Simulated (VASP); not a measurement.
# TiAl (P-6m2) in VASP: a series of runs, part 2 of 2

VASP 6.6.1. The steps go on from the part before.

### 3 Single point, LDA, collinear spin (15.09 Å³/atom)

This run uses another cell than the first one, of 15.09 Å³/atom.

File INCAR:

```
SYSTEM = TiAl
ALGO     = Normal         ! electronic algorithm
EDIFF    = 1E-6           ! SCF threshold, eV
ENCUT    = 520            ! plane-wave cutoff, eV
GGA      = CA             ! functional
ISIF     = 2              ! what is computed and relaxed
ISMEAR   = 0              ! smearing method
ISPIN    = 2              ! spin polarisation
LASPH    = .True.         ! aspherical terms in the spheres
LCHARG   = .False.        ! write CHGCAR
LMAXMIX  = 4              ! l up to which the mixer works
LORBIT   = 11             ! projections on sites
LREAL    = .False.        ! projectors in reciprocal space
LWAVE    = .False.        ! write WAVECAR
MAGMOM   = 0.75 0         ! initial moments
NBANDS   = 18             ! bands
NELM     = 150            ! most SCF steps
NUPDOWN  = 0.75           ! fixed moment
PREC     = Accurate       ! precision mode
SIGMA    = 0.15           ! smearing width, eV
```

File KPOINTS:

```
k-points
0
Gamma
  21 21 12
  0 0 0
```

File POSCAR:

```
TiAl
1.0
    2.7740235071      0.0000000000      0.0000000000
   -1.3870117535      2.4023748278      0.0000000000
    0.0000000000      0.0000000000      4.5280453252
Ti Al
1 1
Direct
    0.0000000000      0.0000000000      0.0000000000
    0.3333333333      0.6666666667      0.5000000000
```

Potentials or basis: VASP PAW LDA potentials, release 64 (Ti_sv, Al).

Command:

```sh
cat potpaw_LDA.64/Ti_sv/POTCAR potpaw_LDA.64/Al/POTCAR > POTCAR
mpirun -np 1 vasp_std > vasp.out
```

OUTCAR:

```text
SYSTEM = TiAl
   EDIFF = 1E-6
   ENCUT = 520
   GGA = CA
   ISIF = 2
   ISMEAR = 0
   ISPIN = 2
   LASPH = .True.
   LORBIT = 11
   LREAL = .False.
   NELM = 150
   NUPDOWN = 0.75
   PREC = Accurate

 ion  position               nearest neighbor table
   1  0.000  0.000  0.000-   2 2.77   2 2.77   2 2.77   2 2.77   2 2.77   2 2.77
   2  0.333  0.667  0.500-   1 2.77   1 2.77   1 2.77   1 2.77   1 2.77   1 2.77

  LATTYP: Found a hexagonal cell.
 ALAT       =     2.7740235071
 C/A-ratio  =     1.6323024349

  Lattice vectors:

 A1 = (   2.7740235071,   0.0000000000,   0.0000000000)
 A2 = (  -1.3870117535,   2.4023748278,   0.0000000000)
 A3 = (   0.0000000000,   0.0000000000,   4.5280453252)

Analysis of symmetry for initial positions (statically):
=====================================================================
 Subroutine PRICEL returns:
 Original cell was already a primitive cell.

 Routine SETGRP: Setting up the symmetry group for a
 hexagonal supercell.

 Subroutine GETGRP returns: Found 12 space group operations
 (whereof 12 operations were pure point group operations)
 out of a pool of 24 trial point group operations.

The static configuration has the point symmetry D_3h.

Analysis of symmetry for dynamics (positions and initial velocities):
=====================================================================
 Subroutine PRICEL returns:
 Original cell was already a primitive cell.

 Routine SETGRP: Setting up the symmetry group for a
 hexagonal supercell.

 Subroutine GETGRP returns: Found 12 space group operations
 (whereof 12 operations were pure point group operations)
 out of a pool of 24 trial point group operations.

The dynamic configuration has the point symmetry D_3h.

Analysis of structural, dynamic, and magnetic symmetry:
=====================================================================
 Subroutine PRICEL returns:
 Original cell was already a primitive cell.

 Routine SETGRP: Setting up the symmetry group for a
 hexagonal supercell.
[... 141 lines left out ...]
 NGX is ok and might be reduce to    24
   NGX = 11   NGY = 11   NGZ = 17

 number of electron      14.9999997 magnetization       0.7500000

 Free energy of the ion-electron system (eV)
  ---------------------------------------------------
  ext. energy  EPLUGINS =         0.00000000
  ---------------------------------------------------
  free energy    TOTEN  =       -13.18418068 eV

  energy without entropy =      -13.16559424  energy(sigma->0) =      -13.17488746

 E-fermi :   8.5867     XC(G=0): -11.5778

 val. band max:        8.9618183231   @ k =   0.1905   0.0476   0.1667
 cond. band min:       8.5899292290   @ k =   0.2857   0.1905   0.0833
 fundamental gap:     -0.3718890941
 Fermi energy:         8.9626117663

 spin component 1

 k-point     1 :       0.0000    0.0000    0.0000
  band No.  band energies     occupation
      1     -47.0737      1.00000
      2     -23.7960      1.00000
      3     -23.2481      1.00000
      4     -23.2481      1.00000
      5      -0.7856      1.00000
      6       6.0935      1.00000
[... 493 lines left out ...]
     17      24.6423      0.00000
     18      26.0119      0.00000

 [... further k-points ...]

 spin component 2

 k-point     1 :       0.0000    0.0000    0.0000
  band No.  band energies     occupation
      1     -46.7162      1.00000
      2     -23.4719      1.00000
      3     -22.8763      1.00000
      4     -22.8763      1.00000
      5      -0.5870      1.00000
      6       6.5282      1.00000
[... 493 lines left out ...]
     17      24.8721      0.00000
     18      26.3006      0.00000

 [... further k-points ...]
[... 5 lines left out ...]
  --------------------------------------------------------------------------------------
  -------------------------------------------------------------------------------------
  Total        1.2159177      1.2159177      0.8539182      0.0000000      0.0000000      0.0000000
  in kB       64.5584475     64.5584475     45.3382964      0.0000000      0.0000000      0.0000000
  external PRESSURE =      58.1517305 kB  Pullay stress =       0.0000000 kB

 VOLUME and BASIS-vectors are now :
 -----------------------------------------------------------------------------
  energy-cutoff  :      520.00
  volume of cell :       30.18
      direct lattice vectors                 reciprocal lattice vectors
     2.774023507  0.000000000  0.000000000     0.360487212  0.208127389  0.000000000
    -1.387011753  2.402374828  0.000000000     0.000000000  0.416254778  0.000000000
     0.000000000  0.000000000  4.528045325     0.000000000  0.000000000  0.220845846

 POSITION                                       TOTAL-FORCE (eV/Angst)
 -----------------------------------------------------------------------------------
      0.00000      0.00000      0.00000         0.000000      0.000000      0.000000
     -0.00000      1.60158      2.26402        -0.000000      0.000000      0.000000
 -----------------------------------------------------------------------------------
    total drift:                                0.000000     -0.000000      0.000000

  FREE ENERGIE OF THE ION-ELECTRON SYSTEM (eV)
  ---------------------------------------------------
  free  energy   TOTEN  =       -13.1841806766 eV

  energy  without entropy=      -13.1655942419  energy(sigma->0) =      -13.17488746

 total charge

# of ion       s       p       d       tot
------------------------------------------
    1        2.239   6.153   2.019  10.411
    2        0.443   0.418   0.000   0.861
--------------------------------------------------
tot          2.682   6.571   2.019  11.272

 magnetization (x)

# of ion       s       p       d       tot
------------------------------------------
    1        0.007   0.046   0.391   0.445
    2        0.004   0.021   0.000   0.025
--------------------------------------------------
tot          0.011   0.067   0.391   0.469
```

OSZICAR:

```text
N       E                     dE             d eps       ncg     rms          rms(c)
DAV:   1     0.107453225344E+03    0.10745E+03   -0.66406E+03 24240   0.852E+02
DAV:   2    -0.840675761450E+01   -0.11586E+03   -0.10994E+03 24748   0.252E+02
DAV:   3    -0.142913565853E+02   -0.58846E+01   -0.57684E+01 32182   0.555E+01
DAV:   4    -0.144460930898E+02   -0.15474E+00   -0.15423E+00 28912   0.806E+00
DAV:   5    -0.144504607980E+02   -0.43677E-02   -0.43669E-02 29078   0.131E+00    0.101E+01
DAV:   6    -0.134038177897E+02    0.10466E+01   -0.30519E+00 27958   0.216E+01    0.382E+00
DAV:   7    -0.132076108834E+02    0.19621E+00   -0.36571E-01 28074   0.678E+00    0.227E+00
DAV:   8    -0.131859000311E+02    0.21711E-01   -0.10396E-01 29274   0.306E+00    0.809E-01
DAV:   9    -0.131835011766E+02    0.23989E-02   -0.16076E-02 27842   0.161E+00    0.416E-01
DAV:  10    -0.131843066536E+02   -0.80548E-03   -0.16903E-03 28430   0.393E-01    0.164E-01
DAV:  11    -0.131841636900E+02    0.14296E-03   -0.77781E-04 30414   0.298E-01    0.553E-02
DAV:  12    -0.131842002557E+02   -0.36566E-04   -0.11484E-04 30198   0.794E-02    0.417E-02
DAV:  13    -0.131841810334E+02    0.19222E-04   -0.23553E-05 28022   0.543E-02    0.582E-03
DAV:  14    -0.131841806766E+02    0.35674E-06   -0.18072E-06 26084   0.932E-03
   1 F= -.13184181E+02 E0= -.13174887E+02  d E =-.185864E-01  mag=     0.7500
```

It took 2.6 min on 1 thread of Intel Xeon 6975P-C (Granite Rapids), shared host; peak memory 0.36 GiB.

Results:

```
Free energy                                           : -13.1842 eV
Pressure                                              : 5.8 GPa
Net moment                                            : 0.75 μB per cell
Site moments                                          : Ti +0.45; Al +0.03 μB
Valence electrons inside the program's atomic spheres : Ti 10.41; Al 0.86
```

Stress tensor (GPa, compression positive):
```
6.46 0.00 0.00
0.00 6.46 0.00
0.00 0.00 4.53
```

Caveat: the cell stands under pressure; the total moment is fixed, so each spin has its own Fermi level.
